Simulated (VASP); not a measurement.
# BN in VASP: further runs, part 2 of 2

VASP 6.6.1. The steps go on from the part before.

## Step 3: G0W0 quasiparticle levels, PBE

This run uses another cell than the first one, of 6.03 Å³/atom.

POSCAR reads:

```
BN
1.0
    0.0000000000      1.8048254497      1.8499460859
    1.8048254497      0.0000000000      1.8499460859
    1.8048254497      1.8048254497      0.0000000000
B N
1 1
Direct
    0.0000000000      0.0000000000      0.0000000000
    0.2500000000      0.2500000000      0.2500000000
```

INCAR.step1 reads:

```
  PREC = Accurate
  ENCUT = 500
  EDIFF = 1E-8
  ISMEAR = 0
  SIGMA = 0.01
  LREAL = False
  LASPH = True
  NELM = 80
  ALGO = Normal
  LWAVE = True
  LCHARG = False
  GGA = PE
```

INCAR.step2 reads:

```
  PREC = Accurate
  ENCUT = 500
  EDIFF = 1E-8
  ISMEAR = 0
  SIGMA = 0.01
  LREAL = False
  LASPH = True
  NELM = 1
  ALGO = Exact
  LWAVE = True
  LCHARG = False
  GGA = PE
  NBANDS = 54
  LOPTICS = True
  ISTART = 1
```

INCAR.step3 reads:

```
  PREC = Accurate
  ENCUT = 500
  EDIFF = 1E-8
  ISMEAR = 0
  SIGMA = 0.01
  LREAL = False
  LASPH = True
  ALGO = EVGW0
  LWAVE = False
  LCHARG = False
  GGA = PE
  NELMGW = 1
  NBANDS = 54
  ENCUTGW = 150.0
  NOMEGA = 96
  PRECFOCK = Fast
  ISTART = 1
  NBANDSGW = 12
  OMEGAMAX = 30
```

KPOINTS reads:

```
regular mesh
0
Gamma
  6 6 6
```

Potentials or basis: VASP PAW PBE potentials, release 64 (B_GW, N_GW).

Launch:

```console
cat potpaw_PBE.64/B_GW/POTCAR potpaw_PBE.64/N_GW/POTCAR > POTCAR
cp INCAR.step1 INCAR
mpirun -np 1 vasp_std > vasp.out
cp INCAR.step2 INCAR
mpirun -np 1 vasp_std > vasp.out
cp INCAR.step3 INCAR
mpirun -np 1 vasp_std > vasp.out
```

OUTCAR:

```text
PREC = Accurate
   ENCUT = 500
   EDIFF = 1E-8
   ISMEAR = 0
   LREAL = False
   LASPH = True
   GGA = PE
   NELMGW = 1
   ENCUTGW = 150.0
   PRECFOCK = Fast
   ISTART = 1

 ion  position               nearest neighbor table
   1  0.000  0.000  0.000-   2 1.58   2 1.58   2 1.58   2 1.58
   2  0.250  0.250  0.250-   1 1.58   1 1.58   1 1.58   1 1.58

  LATTYP: Found a body centered tetragonal cell.
 ALAT       =     2.5524086287
 C/A-ratio  =     1.4495689014

  Lattice vectors:

 A1 = (  -1.8048254497,   0.0000000000,   1.8499460859)
 A2 = (   1.8048254497,   0.0000000000,   1.8499460859)
 A3 = (   0.0000000000,   1.8048254497,  -1.8499460859)

Analysis of symmetry for initial positions (statically):
=====================================================================
 Subroutine PRICEL returns:
 Original cell was already a primitive cell.

 Routine SETGRP: Setting up the symmetry group for a
 body centered tetragonal supercell.

 Subroutine GETGRP returns: Found  8 space group operations
 (whereof  8 operations were pure point group operations)
 out of a pool of 16 trial point group operations.

The static configuration has the point symmetry D_2d.

Analysis of symmetry for dynamics (positions and initial velocities):
=====================================================================
 Subroutine PRICEL returns:
 Original cell was already a primitive cell.

 Routine SETGRP: Setting up the symmetry group for a
 body centered tetragonal supercell.

 Subroutine GETGRP returns: Found  8 space group operations
 (whereof  8 operations were pure point group operations)
 out of a pool of 16 trial point group operations.

The dynamic configuration has the point symmetry D_2d.

 Subroutine INISYM returns: Found  8 space group operations
 (whereof  8 operations are pure point group operations),
 and found     1 'primitive' translations

----------------------------------------------------------------------------------------

                                     Primitive cell

  volume of cell :      12.0520

  direct lattice vectors                    reciprocal lattice vectors
     0.000000000  1.804825450  1.849946086    -0.277035101  0.277035101  0.270278147
     1.804825450  0.000000000  1.849946086     0.277035101 -0.277035101  0.270278147
     1.804825450  1.804825450  0.000000000     0.277035101  0.277035101 -0.270278147

  length of vectors
     2.584510674  2.584510674  2.552408629     0.475969716  0.475969716  0.475969716

  position of ions in fractional coordinates (direct lattice)
     0.000000000  0.000000000  0.000000000
     0.250000000  0.250000000  0.250000000

  ion indices of the primitive-cell ions
   primitive index   ion index
[... 21 lines left out ...]
  Shift w.r.t. Gamma in fractional coordinates (k-lattice)
     0.000000000  0.000000000  0.000000000

 Subroutine IBZKPT returns following result:
 ===========================================

 Found     30 irreducible k-points:

 Following reciprocal coordinates:
            Coordinates               Weight
  0.000000  0.000000  0.000000      1.000000
  0.166667  0.000000  0.000000      8.000000
  0.333333  0.000000  0.000000      8.000000
  0.500000  0.000000  0.000000      4.000000
  0.166667  0.166667  0.000000      2.000000
  0.333333  0.166667  0.000000      8.000000
[... 16 lines left out ...]
  0.333333  0.000000  0.333333      4.000000
  0.500000  0.000000  0.333333     16.000000
 [... further k-points ...]
   k-points           NKPTS =     30   k-points in BZ     NKDIM =    216   number of bands    NBANDS=     54
   number of dos      NEDOS =    301   number of ions     NIONS =      2
   total plane-waves  NPLWV =   8000
   dimension x,y,z NGX =    20 NGY =   20 NGZ =   20
   dimension x,y,z NGXF=    40 NGYF=   40 NGZF=   40
   ions per type =               1   1
   NGX,Y,Z   is equivalent  to a cutoff of  12.86, 12.86, 13.03 a.u.
   NGXF,Y,Z  is equivalent  to a cutoff of  25.73, 25.73, 26.05 a.u.
 SYSTEM =  unknown system
   PREC   = accura    normal or accurate (medium, high low for compatibility)
   ISTART =      1    job   : 0-new  1-cont  2-samecut
   ICHARG =      0    charge: 1-file 2-atom 10-const
   ISPIN  =      1    spin polarized calculation?
   LNONCOLLINEAR =      F non collinear calculations
   LSORBIT =      F    spin-orbit coupling
   LASPH  =      T    aspherical Exc in radial PAW
   ENCUT  =  500.0 eV  36.75 Ry    6.06 a.u.   4.71  4.71  4.65*2*pi/ulx,y,z
   NELM   =     60;   NELMIN=  2; NELMDL=  0     # of ELM steps
   EDIFF  = 0.1E-07   stopping-criterion for ELM
   LREAL  =      F    real-space projection
   EDIFFG = 0.1E-06   stopping-criterion for IOM
   NSW    =      0    number of steps for IOM
   IBRION =     -1    ionic relax: 0-MD 1-quasi-New 2-CG
   NFREE  =      0    steps in history (QN), initial steepest desc. (CG)
   ISIF   =      0    stress and relaxation
   ISYM   =      3    0-nonsym 1-usesym 2-fastsym
   POTIM  = 0.5000    time-step for ionic-motion
   TEBEG  =    0.0;   TEEND  =   0.0 temperature during run
   PSTRESS=    0.0 pullay stress
   NELECT =       8.0000    total number of electrons
   NUPDOWN=      -1.0000    fix difference up-down
   EMIN   =  10.00;   EMAX   =-10.00  energy-range for DOS
   EFERMI =   0.00;   METHOD = LEGACY
   ISMEAR =     0;   SIGMA  =   0.01  broadening in eV -4-tet -1-fermi 0-gaus
   EFERMI_NEDOS =   21; number of points for ismear=-14 and -15
   IALGO  =     38    algorithm
   IMIX   =      4    mixing-type and parameters
     AMIX     =   0.40;   BMIX     =  1.00
     AMIX_MAG =   1.60;   BMIX_MAG =  1.00
  volume/ion in A,a.u.               =       6.03        40.67
  Fermi-wavevector in a.u.,A,eV,Ry     =   1.428077  2.698674 27.747780  2.039404
  Thomas-Fermi vector in A             =   2.548178
   LORBIT       =      0    0 simple, 1 ext, 2 COOP (PROOUT), +10 PAW based schemes
   GGA     = PE    functional components
   LHFCALC =     T    Hartree Fock is set to
   PRECFOCK=fast      Normal, Fast or Accurate (Low or Medium for compatibility)
   ENCUT4O =  -1.0   cutoff for four orbital integrals eV
   NKREDX  =     1    reduce k-point grid by
   NKREDY  =     1    reduce k-point grid by
   NKREDZ  =     1    reduce k-point grid by
   AEXX    =    1.0000 exact exchange contribution
   HFSCREEN=    0.0000 screening length (either q_TF or 0.3 A-1)
   HFSCREENC=   0.0000 screening length for correlation (either q_TF or 0.3 A-1)
   ENCUTFOCK=  -1.0 apply spherical cutoff to Coloumb kernel
   IVDW    =     0    specifies the selected vdW correction
   LEPSILON=     F    determine dielectric tensor
   LRPA    =     F    only Hartree local field effects (RPA)
   LRPAFORCE           =     F    calculate RPA forces
   ENCUTGW             = 150.0    cutoff for response function in eV
   ENCUTGWSOFT         = 120.0    soft cutoff for Coulomb kernel in GW response function in eV
   ENCUTLF             =  -1.0    cutoff for local field effects
   NELMGW              =     1    number of iterations in solving QP/BSE equation
   NELMHF              =     1    number of iterations in the inner HF iteration
   NKREDLFX            =     1    NKREDLFY  =   1   NKREDLFZ  =   1
 non-spin polarized calculation
 Gauss-broadening in eV      SIGMA  =   0.01
  energy-cutoff  :      500.00
  volume of cell :       12.05
 maximum number of plane-waves:       315
  NGX = 12; NGY = 12; NGZ = 12
   NGX =  9   NGY =  9   NGZ =  9
 maximum number of plane-waves:        59

 QP shifts <psi_nk| G(iteration)W_0 |psi_nk>: iteration 1
 for sc-GW calculations column KS-energies equals QP-energies in previous step
 and V_xc(KS)=  KS-energies - (<T + V_ion + V_H > + <T+V_H+V_ion>^1  + <V_x>^1)

 k-point   1 :       0.0000    0.0000    0.0000
  band No.  KS-energies  QP-energies   sigma(KS)   V_xc(KS)     V^pw_x(r,r')   Z            occupation Imag(sigma)

      1     -12.7893     -14.7099     -17.8877     -15.4401     -26.3928       0.7847       2.0000       1.3799
      2       7.0478       6.2891     -19.1032     -18.1823     -21.7737       0.8239       2.0000       0.0465
      3       7.2987       6.5539     -19.1375     -18.2330     -21.8120       0.8234       2.0000       0.0467
      4       7.2987       6.5539     -19.1375     -18.2330     -21.8120       0.8234       2.0000       0.0467
      5      15.8853      17.2240     -12.0787     -13.6864      -6.9247       0.8327       0.0000      -0.0654
      6      15.8853      17.2240     -12.0787     -13.6864      -6.9247       0.8327       0.0000      -0.0654
      7      16.0599      17.4058     -12.1451     -13.7595      -6.9880       0.8336       0.0000      -0.0653
      8      17.2294      18.4162     -13.9312     -15.3865      -8.4093       0.8155       0.0000      -0.0786
      9      31.5846      32.0258     -10.8023     -11.3621      -3.2879       0.7881       0.0000      -0.5033
     10      34.0376      35.2103     -11.7287     -13.1287      -5.3936       0.8376       0.0000      -0.4837
     11      34.5279      35.0878     -10.2357     -10.9090      -3.0278       0.8316       0.0000      -0.8552
     12      35.3793      36.5837     -11.8010     -13.2450      -5.3498       0.8340       0.0000      -0.5658
[... 356 lines left out ...]
      1      -7.7968      -9.2742     -18.9223     -16.9402     -26.4799       0.7454       2.0000       0.6610
      2      -0.7430      -2.2694     -17.5360     -15.5835     -22.1104       0.7818       2.0000       0.1163
      3       1.3925       0.0678     -17.3036     -15.6498     -21.0672       0.8010       2.0000       0.0801
      4       2.8787       1.7003     -17.8545     -16.3962     -21.3511       0.8080       2.0000       0.0669
      5      13.2567      14.1111     -11.9273     -12.9410      -7.2765       0.8429       0.0000      -0.0579
      6      18.0126      19.0775     -12.1108     -13.3911      -6.7920       0.8318       0.0000      -0.0721
      7      22.9046      24.5896     -13.5075     -15.6605      -6.6250       0.7826       0.0000      -0.1454
      8      23.5339      25.2424     -13.6411     -15.8376      -6.6259       0.7778       0.0000      -0.1563
      9      27.0730      28.5596     -13.8122     -15.7338      -6.5140       0.7736       0.0000      -0.2505
     10      33.4981      34.8179     -11.9343     -13.5975      -3.8968       0.7936       0.0000      -0.7615
     11      37.0483      38.1324     -11.4658     -12.7861      -4.2509       0.8211       0.0000      -0.8228
     12      41.4918      42.4528     -10.8797     -12.0467      -3.1887       0.8235       0.0000      -1.1232

 [... further k-points ...]
```

It took 2.6 min on 1 thread of AMD EPYC 9R45 (Zen 5), shared host; peak memory 0.22 GiB.

Results:

- Quasiparticle gap: 5.68 eV
- Least direct quasiparticle gap: 10.67 eV
- Band gap of the starting levels on the mesh: 4.22 eV
- Least direct gap of the starting levels on the mesh: 8.59 eV

Caveat: the k points lie up to 0.50 Å⁻¹ apart; the cutoff is under 1.25 times the usual one of these potentials, so pressure, stress and relaxed cells hold a basis-set (Pulay) error; bands, screening cutoff and mesh are small and nothing is extrapolated, so the quasiparticle values aren't converged.
